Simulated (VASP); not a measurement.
A run of VASP 6.6.1 is set up as follows.

The input INCAR:

```
SYSTEM = Tb
PREC = Accurate
ENCUT = 520
EDIFF = 1E-6
ISMEAR = -1
SIGMA = 0.05
LREAL = .FALSE.
LASPH = .TRUE.
NELM = 150
ALGO = Normal
ISIF = 2
LWAVE = .FALSE.
LCHARG = .FALSE.
ISPIN = 2
MAGMOM = 6 6
LORBIT = 11
LMAXMIX = 6
GGA = PE
NBANDS = 30
```

The input KPOINTS:

```
Automatic mesh
0
G
  12 12 7
  0 0 0
```

File POSCAR:

```
Tb
1.0
    3.6010010916      0.0000000000      0.0000000000
   -1.8005005458      3.1185584244      0.0000000000
    0.0000000000      0.0000000000      5.6936000000
Tb
2
Direct
    0.3333333333      0.6666666667      0.2500000000
    0.6666666667      0.3333333333      0.7500000000
```

Potentials or basis: VASP PAW PBE potentials, release 64 (Tb).

Command:

```console
$ cat potpaw_PBE.64/Tb/POTCAR > POTCAR
$ mpirun -np 1 vasp_std > vasp.out
```

(1) Estimate the pressure.

(2) What does it give for the site moments?

(3) Estimate the net moment.

Answers

(1) 1.0 GPa.

(2) Tb +5.79 μB.

(3) 12.30 μB per cell.

Caveat: the magnetic or orbital state may not be the lowest.
